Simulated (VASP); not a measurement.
Input of a VASP 6.6.1 run:

POSCAR

```
BN
1.0
    2.5016395345      0.0000000000      0.0000000000
   -1.2508197673      2.1664833880      0.0000000000
    0.0000000000      0.0000000000      7.3693201700
B N
2 2
Direct
    0.6666666667      0.3333333333      0.7500000000
    0.3333333333      0.6666666667      0.2500000000
    0.0000000000      0.0000000000      0.7500000000
    0.0000000000      0.0000000000      0.2500000000
```

Contents of INCAR.step1:

```
SYSTEM = BN
PREC     = Accurate       ! precision mode
ENCUT    = 520            ! plane-wave cutoff, eV
ISMEAR   = -1             ! smearing method
SIGMA    = 0.02           ! smearing width, eV
LREAL    = .FALSE.        ! projectors in reciprocal space
LASPH    = .TRUE.         ! aspherical terms in the spheres
NELM     = 80             ! most SCF steps
NBANDS   = 16             ! bands
GGA      = PE             ! functional
ALGO     = Normal         ! electronic algorithm
EDIFF    = 1E-4           ! SCF threshold, eV
LWAVE    = .TRUE.         ! write WAVECAR
LCHARG   = .FALSE.        ! write CHGCAR
```

The input INCAR.step2:

```
SYSTEM = BN
PREC     = Accurate       ! precision mode
ENCUT    = 520            ! plane-wave cutoff, eV
EDIFF    = 1E-8           ! SCF threshold, eV
ISMEAR   = -1             ! smearing method
SIGMA    = 0.02           ! smearing width, eV
LREAL    = .FALSE.        ! projectors in reciprocal space
LASPH    = .TRUE.         ! aspherical terms in the spheres
NELM     = 80             ! most SCF steps
ALGO     = Normal         ! electronic algorithm
ISIF     = 2              ! what is computed and relaxed
LWAVE    = .FALSE.        ! write WAVECAR
LCHARG   = .FALSE.        ! write CHGCAR
METAGGA  = R2SCAN         ! meta-GGA
LMIXTAU  = .TRUE.       
LEFG     = .TRUE.       
NBANDS   = 16             ! bands
ISTART   = 1
```

KPOINTS

```
Automatic mesh
0
G
  14 14 4
  0 0 0
```

Potentials or basis: VASP PAW PBE potentials, release 64 (B, N).

Run with:

```bash
$ cat potpaw_PBE.64/B/POTCAR potpaw_PBE.64/N/POTCAR > POTCAR
$ cp INCAR.step1 INCAR
$ mpirun -np 1 vasp_std > vasp.out
$ cp INCAR.step2 INCAR
$ mpirun -np 1 vasp_std > vasp.out
```

Question: What does it give for the band gap on the k mesh?

Answer: 4.41 eV, indirect (least direct gap 4.93 eV).

Question: Estimate the pressure.

Answer: 0.0 GPa.

Electric field gradients, principal values (V/Å²):
```csv
atom,least,middle,greatest (by size)
1 B,-18.706,-18.706,37.412
2 B,-18.706,-18.706,37.412
3 N,-1.043,-1.045,2.088
4 N,-1.043,-1.045,2.088
```

Caveat: without QUAD_EFG the Cq values of the log hold for a quadrupole moment of 1 mb, not for the nuclei; the PAW data sets were made with another functional, which shifts forces and pressure a little. r2SCAN opens gaps a little over a GGA but as a rule still falls short of measured ones.
